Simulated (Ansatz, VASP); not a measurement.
**One calculation of Mo4C, two programs**

```
Mo C
1.0
     3.11118    0.00000    0.00000
     0.00000    3.11118    0.00000
     0.00000    0.00000   21.50982
Mo C
4 1
Direct
  0.50000 0.50000 0.18596
  0.00000 0.00000 0.25828
  0.50000 0.50000 0.33251
  0.00000 0.00000 0.39562
  0.37500 0.37500 0.46443
```

Alike in both runs: task single point; functional LDA; k mesh 9 × 9 × 1; occupations gaussian, width 0.1 eV; no spin polarisation.

|  | VASP | Ansatz |
| --- | --- | --- |
| version | VASP 6.6.1 | Ansatz 0.2.0 |
| potentials or method | VASP PAW LDA potentials, release 64 (Mo_sv, C), cutoff 520 eV | scalar-relativistic, plane waves, PAW |
| valence electrons in the cell | 60 | 60 |

|  | VASP | Ansatz | Ansatz less VASP |
| --- | --- | --- | --- |
| gap on the k mesh at the Fermi level (eV) | none | none | - |
| rms of the force components (eV/Å) | 1.843 | 1.836 | -0.0067 |

LDA's correlation is that of Perdew and Zunger in VASP and of Perdew and Wang (1992) in Ansatz. Atom by atom the forces differ by 0.028 eV/Å (rms over components). A gap of «none» marks a metal or a gap that the smearing closes.
